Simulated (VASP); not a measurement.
# NbH2 (Fm-3m) in VASP: a series of runs

The runs below take NbH2 through vibrations by perturbation theory, with PBEsol.

Everything below comes from runs of VASP 6.6.1. Logs are shortened: lines on timing, memory, paths and dates and some standing lists are left out, and cuts for length are marked.

**1. The cell of the first run**

Symmetry: Fm-3m, No. 225, cubic system. Conventional cell: a = 4.449 Å, b = 4.449 Å, c = 4.449 Å, α = 90.00°, β = 90.00°, γ = 90.00°. Within 2.6 Å of Nb (site symmetry m-3m) lie 8 H at 1.93 Å. Within 2.6 Å of H (site symmetry -43m) lie 4 Nb at 1.93 Å and 6 H at 2.22 Å.

**2. Vibrations by perturbation theory, PBEsol**

Input file INCAR:

```
  PREC = Accurate
  ENCUT = 520
  EDIFF = 1E-8
  ISMEAR = -1
  SIGMA = 0.15
  LREAL = F
  LASPH = T
  NELM = 60
  ALGO = Normal
  ISIF = 2
  LWAVE = F
  LCHARG = F
  GGA = PS
  NBANDS = 14
  IBRION = 8
  NSW = 1
```

Input file KPOINTS:

```
Automatic mesh
0
Gamma
  16 16 16
```

Input file POSCAR:

```
NbH2
1.0
    0.0000000000      2.2246945796      2.2246945796
    2.2246945796      0.0000000000      2.2246945796
    2.2246945796      2.2246945796      0.0000000000
Nb H
1 2
Direct
    0.0000000000      0.0000000000      0.0000000000
    0.2500000000      0.2500000000      0.2500000000
    0.7500000000      0.7500000000      0.7500000000
```

Potentials or basis: VASP PAW PBE potentials, release 64 (Nb_sv, H).

The run is started by

```console
$ cat potpaw_PBE.64/Nb_sv/POTCAR potpaw_PBE.64/H/POTCAR > POTCAR
$ mpirun -np 1 vasp_std > vasp.out
```

OUTCAR:

```text
PREC = Accurate
   ENCUT = 520
   EDIFF = 1E-8
   ISMEAR = -1
   LREAL = F
   LASPH = T
   NELM = 60
   ISIF = 2
   GGA = PS
   IBRION = 8
   NSW = 1

 ion  position               nearest neighbor table
   1  0.000  0.000  0.000-   2 1.93   3 1.93   3 1.93   3 1.93   2 1.93   2 1.93   3 1.93   2 1.93

   2  0.250  0.250  0.250-   1 1.93   1 1.93   1 1.93   1 1.93
   3  0.750  0.750  0.750-   1 1.93   1 1.93   1 1.93   1 1.93

  LATTYP: Found a face centered cubic cell.
 ALAT       =     4.4493891592

  Lattice vectors:

 A1 = (   0.0000000000,   2.2246945796,   2.2246945796)
 A2 = (   2.2246945796,   0.0000000000,   2.2246945796)
 A3 = (   2.2246945796,   2.2246945796,   0.0000000000)

Analysis of symmetry for initial positions (statically):
=====================================================================
 Subroutine PRICEL returns:
 Original cell was already a primitive cell.

 Routine SETGRP: Setting up the symmetry group for a
 face centered cubic supercell.

 Subroutine GETGRP returns: Found 48 space group operations
 (whereof 48 operations were pure point group operations)
 out of a pool of 48 trial point group operations.

The static configuration has the point symmetry O_h .

Analysis of symmetry for dynamics (positions and initial velocities):
=====================================================================
 Subroutine PRICEL returns:
 Original cell was already a primitive cell.

 Routine SETGRP: Setting up the symmetry group for a
 face centered cubic supercell.

 Subroutine GETGRP returns: Found 48 space group operations
 (whereof 48 operations were pure point group operations)
 out of a pool of 48 trial point group operations.

The dynamic configuration has the point symmetry O_h .

 Subroutine INISYM returns: Found 48 space group operations
 (whereof 48 operations are pure point group operations),
 and found     1 'primitive' translations

----------------------------------------------------------------------------------------

                                     Primitive cell

  volume of cell :      22.0212

  direct lattice vectors                    reciprocal lattice vectors
     0.000000000  2.224694580  2.224694580    -0.224749952  0.224749952  0.224749952
     2.224694580  0.000000000  2.224694580     0.224749952 -0.224749952  0.224749952
     2.224694580  2.224694580  0.000000000     0.224749952  0.224749952 -0.224749952

  length of vectors
     3.146193247  3.146193247  3.146193247     0.389278336  0.389278336  0.389278336

  position of ions in fractional coordinates (direct lattice)
     0.000000000  0.000000000  0.000000000
     0.250000000  0.250000000  0.250000000
     0.750000000  0.750000000  0.750000000

  ion indices of the primitive-cell ions
   primitive index   ion index
                 1           1
                 2           2
                 3           3

----------------------------------------------------------------------------------------

 KPOINTS: Automatic mesh

Automatic generation of k-mesh.
 Grid dimensions read from file:
 generate k-points for:   16   16   16

 Generating k-lattice:

  Cartesian coordinates                     Fractional coordinates (reciprocal lattice)
    -0.014046872  0.014046872  0.014046872     0.062500000  0.000000000  0.000000000
     0.014046872 -0.014046872  0.014046872     0.000000000  0.062500000  0.000000000
     0.014046872  0.014046872 -0.014046872     0.000000000  0.000000000  0.062500000

  Length of vectors
     0.024329896  0.024329896  0.024329896

  Shift w.r.t. Gamma in fractional coordinates (k-lattice)
     0.000000000  0.000000000  0.000000000

 Subroutine IBZKPT returns following result:
 ===========================================

 Found    145 irreducible k-points:

 Following reciprocal coordinates:
            Coordinates               Weight
  0.000000  0.000000  0.000000      1.000000
  0.062500  0.000000  0.000000      8.000000
  0.125000  0.000000  0.000000      8.000000
  0.187500  0.000000  0.000000      8.000000
  0.250000  0.000000  0.000000      8.000000
  0.312500  0.000000  0.000000      8.000000
[... 16 lines left out ...]
 -0.125000  0.062500  0.000000     24.000000
 -0.062500  0.062500  0.000000     12.000000
 [... further k-points ...]
   k-points           NKPTS =    145   k-points in BZ     NKDIM =    145   number of bands    NBANDS=     14
[... 34 lines left out ...]
   IALGO  =     38    algorithm
   IMIX   =      4    mixing-type and parameters
     AMIX     =   0.40;   BMIX     =  1.00
     AMIX_MAG =   1.60;   BMIX_MAG =  1.00
  volume/ion in A,a.u.               =       7.34        49.54
  Fermi-wavevector in a.u.,A,eV,Ry     =   1.440428  2.722014 28.229810  2.074833
  Thomas-Fermi vector in A             =   2.559173
   LORBIT       =      0    0 simple, 1 ext, 2 COOP (PROOUT), +10 PAW based schemes
   GGA     = PS    functional components
   LHFCALC =     F    Hartree Fock is set to
   AEXX    =    0.0000 exact exchange contribution
   IVDW    =     0    specifies the selected vdW correction
   LEPSILON=     F    determine dielectric tensor
   LRPA    =     F    only Hartree local field effects (RPA)
 non-spin polarized calculation
  energy-cutoff  :      520.00
  volume of cell :       22.02
 maximum number of plane-waves:       609
   NGX = 11   NGY = 11   NGZ = 11

--------------------------------------- Ionic step        1  -------------------------------------------

 number of electron      14.9999999 magnetization

 Free energy of the ion-electron system (eV)
  ---------------------------------------------------
  ext. energy  EPLUGINS =         0.00000000
  ---------------------------------------------------
  free energy    TOTEN  =       -18.50761664 eV

  energy without entropy =      -18.43651589  energy(sigma->0) =      -18.47206626

 E-fermi :  10.7902     XC(G=0): -12.5378

 val. band max:       10.7419537732   @ k =   0.5000   0.2500   0.1250
 cond. band min:      10.8056424618   @ k =  -0.2500   0.2500   0.0625
 fundamental gap:      0.0636886886
 Fermi energy:        10.7902332838

 k-point     1 :       0.0000    0.0000    0.0000
  band No.  band energies     occupation
      1     -44.4133      2.00000
      2     -20.1408      2.00000
      3     -20.1408      2.00000
      4     -20.1408      2.00000
      5      -0.2826      2.00000
      6       9.3197      1.99989
      7       9.3197      1.99989
      8       9.3197      1.99989
      9       9.6268      1.99914
     10      12.2235      0.00014
     11      12.2235      0.00014
     12      23.5661      0.00000
     13      24.4539      0.00000
     14      24.4539      0.00000
[... 377 lines left out ...]
      1     -44.4015      2.00000
      2     -20.2288      2.00000
      3     -20.1641      2.00000
      4     -20.1466      2.00000
      5       0.0282      2.00000
      6       7.4076      2.00000
      7       9.4693      1.99970
      8       9.4969      1.99964
      9      11.9098      0.00115
     10      11.9599      0.00082
     11      12.2153      0.00015
     12      21.6177      0.00000
     13      24.7052      0.00000
     14      25.2433      0.00000

 [... further k-points ...]

------------------------ aborting loop because EDIFF is reached ----------------------------------------

  FORCE on cell =-STRESS in cart. coord.  units (eV):
  Direction    XX          YY          ZZ          XY          YZ          ZX
  --------------------------------------------------------------------------------------
  -------------------------------------------------------------------------------------
  Total        1.3048034      1.3048034      1.3048034      0.0000000      0.0000000      0.0000000
  in kB       94.9324004     94.9324004     94.9324004      0.0000000      0.0000000      0.0000000
  external PRESSURE =      94.9324004 kB  Pullay stress =       0.0000000 kB

 VOLUME and BASIS-vectors are now :
 -----------------------------------------------------------------------------
  energy-cutoff  :      520.00
  volume of cell :       22.02
      direct lattice vectors                 reciprocal lattice vectors
     0.000000000  2.224694580  2.224694580    -0.224749952  0.224749952  0.224749952
     2.224694580  0.000000000  2.224694580     0.224749952 -0.224749952  0.224749952
     2.224694580  2.224694580  0.000000000     0.224749952  0.224749952 -0.224749952

 POSITION                                       TOTAL-FORCE (eV/Angst)
 -----------------------------------------------------------------------------------
      0.00000      0.00000      0.00000        -0.000000     -0.000000      0.000000
      1.11235      1.11235      1.11235         0.000000      0.000000      0.000000
      3.33704      3.33704      3.33704        -0.000000     -0.000000     -0.000000
 -----------------------------------------------------------------------------------
    total drift:                               -0.000000      0.000000      0.000000

  FREE ENERGIE OF THE ION-ELECTRON SYSTEM (eV)
  ---------------------------------------------------
  free  energy   TOTEN  =       -18.5076166391 eV

  energy  without entropy=      -18.4365158874  energy(sigma->0) =      -18.47206626

[... ionic steps 2 to 3 ...]

--------------------------------------- Ionic step        4  -------------------------------------------

------------------------ aborting loop because EDIFF is reached ----------------------------------------

[... ionic steps 5 to 6 ...]

--------------------------------------- Ionic step        7  -------------------------------------------

 Free energy of the ion-electron system (eV)
  ---------------------------------------------------
  ---------------------------------------------------
  free energy    TOTEN  =        -0.01726479 eV

  energy without entropy =       -0.01726479

------------------------ aborting loop because EDIFF is reached ----------------------------------------

 INTERNAL STRAIN TENSOR  FOR ION    2  DIRECTION 1   (eV/Angst):
 -----------------------------------------------------------------------------
    -0.00159  0.00000  0.00000
     0.00000  0.00059 -6.10903
     0.00000 -6.10903  0.00059

 INTERNAL STRAIN TENSOR FOR ION    3 for displacements in x,y,z  (eV/Angst):
          X           Y           Z          XY          YZ          ZX
  --------------------------------------------------------------------------------
  x     0.00000     0.00000     0.00000     0.00000     6.10903     0.00000
  y    -0.00000     0.00000    -0.00000     0.00000     0.00000     6.10903
  z    -0.00000    -0.00000     0.00000     6.10903     0.00000     0.00000

 SECOND DERIVATIVES (NOT SYMMETRIZED)
 ------------------------------------
               1X          1Y          1Z          2X          2Y          2Z          3X          3Y          3Z
  1X   -10.427550    0.000000    0.000000    5.213775    0.000000    0.000000    5.213775    0.000000    0.000000
  1Y     0.000000  -10.427550    0.000000    0.000000    5.213775    0.000000    0.000000    5.213775    0.000000
  1Z     0.000000    0.000000  -10.427550    0.000000    0.000000    5.213775    0.000000    0.000000    5.213775
  2X     5.162481    0.000000    0.000000   -6.041085    0.000000    0.000000    0.878604    0.000000   -0.000000
  2Y     0.000000    5.162481    0.000000    0.000000   -6.041085    0.000000    0.000000    0.878604    0.000000
  2Z     0.000000    0.000000    5.162481    0.000000    0.000000   -6.041085   -0.000000    0.000000    0.878604
  3X     5.162481    0.000000    0.000000    0.878604    0.000000   -0.000000   -6.041085    0.000000    0.000000
  3Y     0.000000    5.162481    0.000000    0.000000    0.878604    0.000000    0.000000   -6.041085    0.000000
  3Z     0.000000    0.000000    5.162481   -0.000000    0.000000    0.878604    0.000000    0.000000   -6.041085

 Eigenvectors and eigenvalues of the dynamical matrix
 ----------------------------------------------------

   1 f  =   41.123873 THz   258.388914 2PiTHz 1371.744746 cm-1   170.074596 meV
             X         Y         Z           dx          dy          dz
      0.000000  0.000000  0.000000     0.000000    0.000000    0.000000
      1.112347  1.112347  1.112347    -0.701257    0.090061    0.011323
      3.337042  3.337042  3.337042     0.701257   -0.090061   -0.011323
[... 43 lines left out ...]
   9 f/i=    0.025614 THz     0.160935 2PiTHz    0.854378 cm-1     0.105929 meV
             X         Y         Z           dx          dy          dz
      0.000000  0.000000  0.000000    -0.932177    0.322310    0.076710
      1.112347  1.112347  1.112347    -0.097189    0.033604    0.007998
      3.337042  3.337042  3.337042    -0.097189    0.033604    0.007998

--------------------------------------------------------------------------------------------------------

 ELASTIC MODULI CONTR FROM IONIC RELAXATION (kBar)
 Direction    XX          YY          ZZ          XY          YZ          ZX
 --------------------------------------------------------------------------------
 XX          -0.0000     -0.0000     -0.0000      0.0000     -0.0000      0.0000
 YY          -0.0000     -0.0000      0.0000      0.0000     -0.0000     -0.0000
 ZZ          -0.0000      0.0000     -0.0000     -0.0000     -0.0000      0.0000
 XY           0.0000      0.0000     -0.0000   -784.7962      0.0000      0.0000
 YZ          -0.0000     -0.0000     -0.0000      0.0000   -784.7962      0.0000
 ZX           0.0000     -0.0000      0.0000      0.0000      0.0000   -784.7962
 --------------------------------------------------------------------------------
```

Wall time 8.7 min (1 thread of Oxide Virtual Turin-like, shared host); peak memory 0.45 GiB.

What came out:

* Highest phonon frequency at Γ: 1372 cm⁻¹

Phonon frequencies in cm⁻¹ (negative: imaginary):
```
              q point                             frequencies
(0.000, 0.000, 0.000)  -1 -1 -1 1198 1198 1198 1372 1372 1372
```

Caveat: the cell stands under pressure or tension, which shifts response properties; the PAW data sets were made with another functional, which shifts forces and pressure a little.

**3. Vibrations by perturbation theory, PBEsol (7.54 Å³/atom)**

This run uses another cell than the first one, of 7.54 Å³/atom.

Input file INCAR:

```
PREC = Accurate
ENCUT = 520
EDIFF = 1E-8
ISMEAR = -1
SIGMA = 0.15
LREAL = F
LASPH = T
NELM = 60
ALGO = Normal
ISIF = 2
LWAVE = F
LCHARG = T
GGA = PS
NBANDS = 14
IBRION = 8
NSW = 1
```

KPOINTS is that of step 2.

Input file POSCAR:

```
NbH2
1.0
    0.0000000000      2.2451495065      2.2451495065
    2.2451495065      0.0000000000      2.2451495065
    2.2451495065      2.2451495065      0.0000000000
Nb H
1 2
Direct
    0.0000000000      0.0000000000      0.0000000000
    0.2500000000      0.2500000000      0.2500000000
    0.7500000000      0.7500000000      0.7500000000
```

Potentials or basis: VASP PAW PBE potentials, release 64 (Nb_sv, H).

The run is started by

```console
$ cat potpaw_PBE.64/Nb_sv/POTCAR potpaw_PBE.64/H/POTCAR > POTCAR
$ mpirun -np 1 vasp_std > vasp.out
```

OUTCAR:

```text
PREC = Accurate
   ENCUT = 520
   EDIFF = 1E-8
   ISMEAR = -1
   LREAL = F
   LASPH = T
   NELM = 60
   ISIF = 2
   GGA = PS
   IBRION = 8
   NSW = 1

 ion  position               nearest neighbor table
   1  0.000  0.000  0.000-   3 1.94   3 1.94   3 1.94   2 1.94   3 1.94   2 1.94   2 1.94   2 1.94

   2  0.250  0.250  0.250-   1 1.94   1 1.94   1 1.94   1 1.94
   3  0.750  0.750  0.750-   1 1.94   1 1.94   1 1.94   1 1.94

  LATTYP: Found a face centered cubic cell.
 ALAT       =     4.4902990130

  Lattice vectors:

 A1 = (   0.0000000000,   2.2451495065,   2.2451495065)
 A2 = (   2.2451495065,   0.0000000000,   2.2451495065)
 A3 = (   2.2451495065,   2.2451495065,   0.0000000000)

Analysis of symmetry for initial positions (statically):
[... 652 lines left out ...]
          X           Y           Z          XY          YZ          ZX
  --------------------------------------------------------------------------------
  x     0.00000     0.00000     0.00000     0.00000     5.52966     0.00000
  y     0.00000     0.00000     0.00000     0.00000     0.00000     5.52966
  z     0.00000     0.00000     0.00000     5.52966     0.00000     0.00000

 SECOND DERIVATIVES (NOT SYMMETRIZED)
 ------------------------------------
               1X          1Y          1Z          2X          2Y          2Z          3X          3Y          3Z
  1X    -9.615151    0.000000    0.000000    4.807575    0.000000    0.000000    4.807575    0.000000    0.000000
  1Y     0.000000   -9.615151    0.000000    0.000000    4.807575    0.000000    0.000000    4.807575    0.000000
  1Z     0.000000    0.000000   -9.615151    0.000000    0.000000    4.807575    0.000000    0.000000    4.807575
  2X     4.763088    0.000000    0.000000   -5.630366    0.000000    0.000000    0.867278    0.000000    0.000000
  2Y     0.000000    4.763088    0.000000    0.000000   -5.630366    0.000000    0.000000    0.867278   -0.000000
  2Z     0.000000    0.000000    4.763088    0.000000    0.000000   -5.630366    0.000000   -0.000000    0.867278
  3X     4.763088    0.000000    0.000000    0.867278    0.000000    0.000000   -5.630366    0.000000    0.000000
  3Y     0.000000    4.763088    0.000000    0.000000    0.867278   -0.000000    0.000000   -5.630366    0.000000
  3Z     0.000000    0.000000    4.763088    0.000000   -0.000000    0.867278    0.000000    0.000000   -5.630366

 Eigenvectors and eigenvalues of the dynamical matrix
 ----------------------------------------------------

   1 f  =   39.850031 THz   250.385132 2PiTHz 1329.253966 cm-1   164.806413 meV
             X         Y         Z           dx          dy          dz
      0.000000  0.000000  0.000000    -0.000000    0.000000    0.000000
      1.122575  1.122575  1.122575    -0.019166    0.144864   -0.691843
      3.367724  3.367724  3.367724     0.019166   -0.144864    0.691843
[... 43 lines left out ...]
   9 f/i=    0.023127 THz     0.145314 2PiTHz    0.771446 cm-1     0.095647 meV
             X         Y         Z           dx          dy          dz
      0.000000  0.000000  0.000000     0.577737   -0.803090    0.000967
      1.122575  1.122575  1.122575     0.060217   -0.083706    0.000101
      3.367724  3.367724  3.367724     0.060217   -0.083706    0.000101

--------------------------------------------------------------------------------------------------------

 ELASTIC MODULI CONTR FROM IONIC RELAXATION (kBar)
 Direction    XX          YY          ZZ          XY          YZ          ZX
 --------------------------------------------------------------------------------
 XX          -0.0000     -0.0000     -0.0000     -0.0000     -0.0000     -0.0000
 YY          -0.0000     -0.0000     -0.0000     -0.0000     -0.0000     -0.0000
 ZZ          -0.0000     -0.0000     -0.0000     -0.0000     -0.0000     -0.0000
 XY          -0.0000     -0.0000     -0.0000   -666.2182      0.0000     -0.0000
 YZ          -0.0000     -0.0000     -0.0000      0.0000   -666.2182     -0.0000
 ZX          -0.0000     -0.0000     -0.0000     -0.0000     -0.0000   -666.2182
 --------------------------------------------------------------------------------
```

Run time: 9.2 min. Hardware: 1 thread of Oxide Virtual Turin-like, shared host; peak memory 0.46 GiB.

Results:

| Property | Result |
| --- | --- |
| Highest phonon frequency at Γ | 1329 cm⁻¹ |

Phonon frequencies in cm⁻¹ (negative: imaginary):
```
              q point                             frequencies
(0.000, 0.000, 0.000)  -1 -1 -1 1150 1150 1150 1329 1329 1329
```

Caveat: the cell stands under pressure or tension, which shifts response properties; the PAW data sets were made with another functional, which shifts forces and pressure a little.

(Continued in part 2 of 2.)
